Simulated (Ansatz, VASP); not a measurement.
# One calculation of Sn3Se, two programs

```
Sn Se
1.0
     4.75273    0.00000    0.00000
     0.00000    4.75273    0.00000
     0.00000    0.00000    4.75273
Sn Se
3 1
Direct
  0.00000 0.44740 0.50000
  0.50000 0.94740 0.50000
  0.50000 0.44740 0.00000
  0.00000 0.00000 0.00000
```

Change from the starting cell: all Sn atoms moved -0.250 Å, as atom 1 along Cartesian [0 1 0].

Alike in both runs: task single point; functional PBE; k mesh 10 × 10 × 10; occupations gaussian, width 0.15 eV; no spin polarisation.

```csv
,VASP,Ansatz
version,VASP 6.6.1,Ansatz 0.2.0
potentials or method,"VASP PAW PBE potentials, release 64 (Sn_d, Se), cutoff 520 eV","scalar-relativistic, plane waves, PAW"
valence electrons in the cell,48,58
```

|  | VASP | Ansatz | Ansatz less VASP |
| --- | --- | --- | --- |
| gap on the k mesh at the Fermi level (eV) | none | none | - |
| pressure (GPa) | 0.2 | 0.3 | +0.03 |
| traceless stress, the component that is largest in VASP (GPa) | -0.26 | -0.25 | +0.001 |
| rms of the force components (eV/Å) | 0.050 | 0.050 | -0.0005 |

Atom by atom the forces differ by 0.001 eV/Å (rms over components). A gap of «none» marks a metal or a gap that the smearing closes. The functional is the same, so the differences come from potentials, cutoffs and numerics. VASP's potentials hold 48 valence electrons a cell and Ansatz's 58, so a difference there can come from the potentials and not from the codes.
